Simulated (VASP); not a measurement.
# Ti (Fm-3m) in VASP: further runs, part 2 of 2

VASP 6.6.1. Earlier steps stand in the parts before.

## 4. Electric field gradients, LDA (volume scaled by 0.99)

The input, INCAR:

```
ALGO     = Normal         # electronic algorithm
EDIFF    = 1E-8           # SCF threshold, eV
ENCUT    = 520            # plane-wave cutoff, eV
ISIF     = 2              # what is computed and relaxed
ISMEAR   = -1             # smearing method
LASPH    = T              # aspherical terms in the spheres
LCHARG   = F              # write CHGCAR
LEFG     = T            
LREAL    = F              # projectors in reciprocal space
LWAVE    = F              # write WAVECAR
NBANDS   = 12             # bands
NELM     = 80             # most SCF steps
PREC     = Accurate       # precision mode
SIGMA    = 0.05           # smearing width, eV
```

The input, KPOINTS:

```
k-points
0
Gamma
  14 14 14
```

The input, POSCAR:

```
Ti
1.0
    0.0000000000      2.0232106516      2.0232106516
    2.0232106516      0.0000000000      2.0232106516
    2.0232106516      2.0232106516      0.0000000000
Ti
1
Direct
    0.0000000000      0.0000000000      0.0000000000
```

Potentials or basis: VASP PAW LDA potentials, release 64 (Ti_sv).

Run with:

```
$ cat potpaw_LDA.64/Ti_sv/POTCAR > POTCAR
$ mpirun -np 1 vasp_std > vasp.out
```

OUTCAR:

```text
EDIFF = 1E-8
   ENCUT = 520
   ISIF = 2
   ISMEAR = -1
   LASPH = T
   LREAL = F
   NELM = 80
   PREC = Accurate

 ion  position               nearest neighbor table
   1  0.000  0.000  0.000-

  LATTYP: Found a face centered cubic cell.
 ALAT       =     4.0464213032

  Lattice vectors:

 A1 = (   0.0000000000,   2.0232106516,   2.0232106516)
 A2 = (   2.0232106516,   0.0000000000,   2.0232106516)
 A3 = (   2.0232106516,   2.0232106516,   0.0000000000)

Analysis of symmetry for initial positions (statically):
=====================================================================
 Subroutine PRICEL returns:
 Original cell was already a primitive cell.

 Routine SETGRP: Setting up the symmetry group for a
 face centered cubic supercell.

 Subroutine GETGRP returns: Found 48 space group operations
 (whereof 48 operations were pure point group operations)
 out of a pool of 48 trial point group operations.

The static configuration has the point symmetry O_h .

Analysis of symmetry for dynamics (positions and initial velocities):
=====================================================================
 Subroutine PRICEL returns:
 Original cell was already a primitive cell.

 Routine SETGRP: Setting up the symmetry group for a
 face centered cubic supercell.

 Subroutine GETGRP returns: Found 48 space group operations
 (whereof 48 operations were pure point group operations)
 out of a pool of 48 trial point group operations.

The dynamic configuration has the point symmetry O_h .

 Subroutine INISYM returns: Found 48 space group operations
 (whereof 48 operations are pure point group operations),
 and found     1 'primitive' translations

----------------------------------------------------------------------------------------

                                     Primitive cell

  volume of cell :      16.5635

  direct lattice vectors                    reciprocal lattice vectors
     0.000000000  2.023210652  2.023210652    -0.247131953  0.247131953  0.247131953
     2.023210652  0.000000000  2.023210652     0.247131953 -0.247131953  0.247131953
     2.023210652  2.023210652  0.000000000     0.247131953  0.247131953 -0.247131953

  length of vectors
     2.861251943  2.861251943  2.861251943     0.428045099  0.428045099  0.428045099

  position of ions in fractional coordinates (direct lattice)
     0.000000000  0.000000000  0.000000000

  ion indices of the primitive-cell ions
   primitive index   ion index
                 1           1

----------------------------------------------------------------------------------------

 KPOINTS: k-points

Automatic generation of k-mesh.
 Grid dimensions read from file:
 generate k-points for:   14   14   14

 Generating k-lattice:

  Cartesian coordinates                     Fractional coordinates (reciprocal lattice)
    -0.017652282  0.017652282  0.017652282     0.071428571  0.000000000  0.000000000
     0.017652282 -0.017652282  0.017652282     0.000000000  0.071428571  0.000000000
     0.017652282  0.017652282 -0.017652282     0.000000000  0.000000000  0.071428571

[... 65 lines left out ...]
   TEBEG  =    0.0;   TEEND  =   0.0 temperature during run
   PSTRESS=    0.0 pullay stress
   NELECT =      12.0000    total number of electrons
   NUPDOWN=      -1.0000    fix difference up-down
   EMIN   =  10.00;   EMAX   =-10.00  energy-range for DOS
   EFERMI =   0.00;   METHOD = LEGACY
   ISMEAR =    -1;   SIGMA  =   0.05  broadening in eV -4-tet -1-fermi 0-gaus
   EFERMI_NEDOS =   21; number of points for ismear=-14 and -15
   IALGO  =     38    algorithm
   IMIX   =      4    mixing-type and parameters
     AMIX     =   0.40;   BMIX     =  1.00
     AMIX_MAG =   1.60;   BMIX_MAG =  1.00
  volume/ion in A,a.u.               =      16.56       111.78
  Fermi-wavevector in a.u.,A,eV,Ry     =   1.470339  2.778538 29.414392  2.161897
  Thomas-Fermi vector in A             =   2.585608
   LORBIT       =      0    0 simple, 1 ext, 2 COOP (PROOUT), +10 PAW based schemes
   GGA     = CA    functional components
   LHFCALC =     F    Hartree Fock is set to
   AEXX    =    0.0000 exact exchange contribution
   IVDW    =     0    specifies the selected vdW correction
   LEPSILON=     F    determine dielectric tensor
   LRPA    =     F    only Hartree local field effects (RPA)
 non-spin polarized calculation
  energy-cutoff  :      520.00
  volume of cell :       16.56
 maximum number of plane-waves:       459
 NGX is ok and might be reduce to    24
   NGX = 11   NGY = 11   NGZ = 11

 number of electron      12.0000001 magnetization

 Free energy of the ion-electron system (eV)
  ---------------------------------------------------
  ext. energy  EPLUGINS =         0.00000000
  ---------------------------------------------------
  free energy    TOTEN  =        -8.49805313 eV

  energy without entropy =       -8.48329705  energy(sigma->0) =       -8.49067509

 E-fermi :   8.4909     XC(G=0): -12.0134

 val. band max:        8.4847575068   @ k =   0.5000   0.2857   0.1429
 cond. band min:       8.4924201218   @ k =  -0.4286   0.2857   0.1429
 fundamental gap:      0.0076626149
 Fermi energy:         8.4908794113

 k-point     1 :       0.0000    0.0000    0.0000
  band No.  band energies     occupation
      1     -47.4483      2.00000
      2     -23.6162      2.00000
      3     -23.6162      2.00000
      4     -23.6162      2.00000
      5       2.3722      2.00000
      6       9.3675      0.00000
      7       9.3675      0.00000
      8       9.3675      0.00000
      9      11.0824      0.00000
     10      11.0824      0.00000
     11      24.1049      0.00000
     12      28.7314      0.00000
[... 331 lines left out ...]
 k-point    24 :       0.2857    0.1429    0.0000
  band No.  band energies     occupation
      1     -47.3558      2.00000
      2     -24.0204      2.00000
      3     -23.7221      2.00000
      4     -23.7142      2.00000
      5       4.5650      2.00000
      6       8.1774      1.99622
      7       9.5064      0.00000
      8      10.0465      0.00000
      9      10.8528      0.00000
     10      11.6226      0.00000
     11      22.6316      0.00000
     12      25.0843      0.00000

 [... further k-points ...]
[... 5 lines left out ...]
  --------------------------------------------------------------------------------------
  -------------------------------------------------------------------------------------
  Total       -0.4079429     -0.4079429     -0.4079429      0.0000000      0.0000000      0.0000000
  in kB      -39.4599575    -39.4599575    -39.4599575      0.0000000      0.0000000      0.0000000
  external PRESSURE =     -39.4599575 kB  Pullay stress =       0.0000000 kB

 VOLUME and BASIS-vectors are now :
 -----------------------------------------------------------------------------
  energy-cutoff  :      520.00
  volume of cell :       16.56
      direct lattice vectors                 reciprocal lattice vectors
     0.000000000  2.023210652  2.023210652    -0.247131953  0.247131953  0.247131953
     2.023210652  0.000000000  2.023210652     0.247131953 -0.247131953  0.247131953
     2.023210652  2.023210652  0.000000000     0.247131953  0.247131953 -0.247131953

 POSITION                                       TOTAL-FORCE (eV/Angst)
 -----------------------------------------------------------------------------------
      0.00000      0.00000      0.00000        -0.000000     -0.000000     -0.000000
 -----------------------------------------------------------------------------------
    total drift:                               -0.000000      0.000000     -0.000000

  FREE ENERGIE OF THE ION-ELECTRON SYSTEM (eV)
  ---------------------------------------------------
  free  energy   TOTEN  =        -8.4980531256 eV

  energy  without entropy=       -8.4832970459  energy(sigma->0) =       -8.49067509

 Electric field gradients (V/A^2)
---------------------------------------------------------------------
 ion       V_xx      V_yy      V_zz      V_xy      V_xz      V_yz
---------------------------------------------------------------------
   1      -0.000    -0.000     0.000    -0.001    -0.001    -0.001
---------------------------------------------------------------------

 Electric field gradients after diagonalization (V/A^2)
 (convention: |V_zz| > |V_xx| > |V_yy|)
----------------------------------------------------------------------
 ion       V_xx      V_yy      V_zz     asymmetry (V_yy - V_xx)/ V_zz
----------------------------------------------------------------------
   1       0.001     0.001    -0.001       0.000
----------------------------------------------------------------------

           NMR quadrupolar parameters

 Cq : quadrupolar parameter    Cq=e*Q*V_zz/h
 eta: asymmetry parameters     (V_yy - V_xx)/ V_zz
 Q  : nuclear electric quadrupole moment in mb (millibarn)
----------------------------------------------------------------------
 ion       Cq(MHz)       eta       Q (mb)
----------------------------------------------------------------------
   1      -0.000       0.000       1.000
----------------------------------------------------------------------
```

Run time: 13 s. Hardware: 1 thread of Intel Xeon 6975P-C, shared host; peak memory 0.14 GiB.

What came out:

```
Free energy            : -8.4981 eV
Pressure               : -3.9 GPa
Band gap on the k mesh : zero (band 6 reaches 9.37 eV, above the bottom of band 7 at 8.05 eV)
```

Levels at points of the mesh, in eV from the Fermi level:
```
           k point  band 2  band 3  band 4  band 5  band 6  band 7  band 8  band 9  band 10  band 11
(0.00, 0.00, 0.00)  -32.11  -32.11  -32.11   -6.12    0.88    0.88    0.88    2.59     2.59    15.61
(0.50, 0.00, 0.00)  -32.91  -32.21  -32.21   -2.69    0.74    0.74    0.87    3.77     3.77     8.69
(0.50, 0.50, 0.00)  -32.86  -32.39  -32.39   -2.75   -1.85    3.14    3.74    4.08     4.08    11.15
```

Caveat: without QUAD_EFG the Cq values of the log hold for a quadrupole moment of 1 mb, not for the nuclei.

## 5. Electric field gradients, LDA (volume scaled by 0.99)

The input, INCAR:

```
SYSTEM = Ti
PREC = Accurate
ENCUT = 520
EDIFF = 1E-8
ISMEAR = -1
SIGMA = 0.05
LREAL = .False.
LASPH = .True.
NELM = 100
ALGO = Normal
ISIF = 2
LWAVE = .False.
LCHARG = .False.
LEFG = .True.
NBANDS = 12
```

The input, KPOINTS:

```
Automatic mesh
0
Gamma
  14 14 14
  0 0 0
```

POSCAR is that of step 4.

Potentials or basis: VASP PAW LDA potentials, release 64 (Ti_sv).

Run with:

```
$ cat potpaw_LDA.64/Ti_sv/POTCAR > POTCAR
$ mpirun -np 1 vasp_std > vasp.out
```

OUTCAR:

```text
SYSTEM = Ti
   PREC = Accurate
   ENCUT = 520
   EDIFF = 1E-8
   ISMEAR = -1
   LREAL = .False.
   LASPH = .True.
   NELM = 100
   ISIF = 2

 ion  position               nearest neighbor table
   1  0.000  0.000  0.000-

  LATTYP: Found a face centered cubic cell.
 ALAT       =     4.0464213032

  Lattice vectors:

 A1 = (   0.0000000000,   2.0232106516,   2.0232106516)
 A2 = (   2.0232106516,   0.0000000000,   2.0232106516)
 A3 = (   2.0232106516,   2.0232106516,   0.0000000000)

Analysis of symmetry for initial positions (statically):
=====================================================================
 Subroutine PRICEL returns:
 Original cell was already a primitive cell.

 Routine SETGRP: Setting up the symmetry group for a
 face centered cubic supercell.

 Subroutine GETGRP returns: Found 48 space group operations
 (whereof 48 operations were pure point group operations)
 out of a pool of 48 trial point group operations.

The static configuration has the point symmetry O_h .

Analysis of symmetry for dynamics (positions and initial velocities):
=====================================================================
 Subroutine PRICEL returns:
 Original cell was already a primitive cell.

 Routine SETGRP: Setting up the symmetry group for a
 face centered cubic supercell.

 Subroutine GETGRP returns: Found 48 space group operations
 (whereof 48 operations were pure point group operations)
 out of a pool of 48 trial point group operations.

The dynamic configuration has the point symmetry O_h .

 Subroutine INISYM returns: Found 48 space group operations
 (whereof 48 operations are pure point group operations),
 and found     1 'primitive' translations

[... 155 lines left out ...]
      7       9.3675      0.00000
      8       9.3675      0.00000
      9      11.0824      0.00000
     10      11.0824      0.00000
     11      24.1049      0.00000
     12      28.7314      0.00000
[... 331 lines left out ...]
 k-point    24 :       0.2857    0.1429    0.0000
  band No.  band energies     occupation
      1     -47.3558      2.00000
      2     -24.0204      2.00000
      3     -23.7221      2.00000
      4     -23.7142      2.00000
      5       4.5650      2.00000
      6       8.1774      1.99622
      7       9.5064      0.00000
      8      10.0465      0.00000
      9      10.8528      0.00000
     10      11.6226      0.00000
     11      22.6316      0.00000
     12      25.0843      0.00000

 [... further k-points ...]
[... 5 lines left out ...]
  --------------------------------------------------------------------------------------
  -------------------------------------------------------------------------------------
  Total       -0.4079429     -0.4079429     -0.4079429      0.0000000      0.0000000      0.0000000
  in kB      -39.4599575    -39.4599575    -39.4599575      0.0000000      0.0000000      0.0000000
  external PRESSURE =     -39.4599575 kB  Pullay stress =       0.0000000 kB

 VOLUME and BASIS-vectors are now :
 -----------------------------------------------------------------------------
  energy-cutoff  :      520.00
  volume of cell :       16.56
      direct lattice vectors                 reciprocal lattice vectors
     0.000000000  2.023210652  2.023210652    -0.247131953  0.247131953  0.247131953
     2.023210652  0.000000000  2.023210652     0.247131953 -0.247131953  0.247131953
     2.023210652  2.023210652  0.000000000     0.247131953  0.247131953 -0.247131953

 POSITION                                       TOTAL-FORCE (eV/Angst)
 -----------------------------------------------------------------------------------
      0.00000      0.00000      0.00000        -0.000000     -0.000000     -0.000000
 -----------------------------------------------------------------------------------
    total drift:                               -0.000000      0.000000     -0.000000

  FREE ENERGIE OF THE ION-ELECTRON SYSTEM (eV)
  ---------------------------------------------------
  free  energy   TOTEN  =        -8.4980531256 eV

  energy  without entropy=       -8.4832970459  energy(sigma->0) =       -8.49067509

 Electric field gradients (V/A^2)
---------------------------------------------------------------------
 ion       V_xx      V_yy      V_zz      V_xy      V_xz      V_yz
---------------------------------------------------------------------
   1      -0.000    -0.000     0.000    -0.001    -0.001    -0.001
---------------------------------------------------------------------

 Electric field gradients after diagonalization (V/A^2)
 (convention: |V_zz| > |V_xx| > |V_yy|)
----------------------------------------------------------------------
 ion       V_xx      V_yy      V_zz     asymmetry (V_yy - V_xx)/ V_zz
----------------------------------------------------------------------
   1       0.001     0.001    -0.001       0.000
----------------------------------------------------------------------

           NMR quadrupolar parameters

 Cq : quadrupolar parameter    Cq=e*Q*V_zz/h
 eta: asymmetry parameters     (V_yy - V_xx)/ V_zz
 Q  : nuclear electric quadrupole moment in mb (millibarn)
----------------------------------------------------------------------
 ion       Cq(MHz)       eta       Q (mb)
----------------------------------------------------------------------
   1      -0.000       0.000       1.000
----------------------------------------------------------------------
```

OSZICAR:

```text
N       E                     dE             d eps       ncg     rms          rms(c)
DAV:   1     0.860817932227E+02    0.86082E+02   -0.64859E+03  2508   0.121E+03
DAV:   2    -0.509808600430E+01   -0.91180E+02   -0.88677E+02  2532   0.296E+02
DAV:   3    -0.938979718146E+01   -0.42917E+01   -0.42456E+01  3460   0.642E+01
DAV:   4    -0.947994677116E+01   -0.90150E-01   -0.90093E-01  2828   0.827E+00
DAV:   5    -0.948215718760E+01   -0.22104E-02   -0.22103E-02  2968   0.110E+00    0.852E+00
DAV:   6    -0.850675319171E+01    0.97540E+00   -0.20093E+00  2696   0.208E+01    0.225E+00
DAV:   7    -0.849043718829E+01    0.16316E-01   -0.93864E-02  3044   0.328E+00    0.127E+00
DAV:   8    -0.849772078624E+01   -0.72836E-02   -0.40432E-02  2624   0.258E+00    0.152E-01
DAV:   9    -0.849801273370E+01   -0.29195E-03   -0.28431E-03  3136   0.605E-01    0.792E-02
DAV:  10    -0.849806486366E+01   -0.52130E-04   -0.31564E-04  2672   0.205E-01    0.115E-02
DAV:  11    -0.849805409159E+01    0.10772E-04   -0.21780E-05  2960   0.667E-02    0.109E-02
DAV:  12    -0.849805311542E+01    0.97617E-06   -0.29974E-06  2748   0.209E-02    0.115E-03
DAV:  13    -0.849805313338E+01   -0.17966E-07   -0.11940E-07  3020   0.358E-03    0.174E-03
DAV:  14    -0.849805312562E+01    0.77689E-08   -0.74496E-08  2604   0.374E-03
   1 F= -.84980531E+01 E0= -.84906751E+01  d E =-.147561E-01
```

stdout:

```text
POSCAR found type information on POSCAR Ti
 POSCAR found :  1 types and       1 ions
 scaLAPACK will be used
 LDA part: xc-table for (Slater(with rela. corr.)+CA(PZ))
 , standard interpolation
 POSCAR, INCAR and KPOINTS ok, starting setup
 FFT: planning ... GRIDC
 FFT: planning ... GRID_SOFT
 FFT: planning ... GRID
 WAVECAR not read
 entering main loop
ion   1
```

It took 14 s on 1 thread of Intel Xeon 6975P-C, shared host; peak memory 0.14 GiB.

Results:

```
Free energy            : -8.4981 eV
Pressure               : -3.9 GPa
Band gap on the k mesh : zero (band 6 reaches 9.37 eV, above the bottom of band 7 at 8.05 eV)
```

Caveat: without QUAD_EFG the Cq values of the log hold for a quadrupole moment of 1 mb, not for the nuclei.
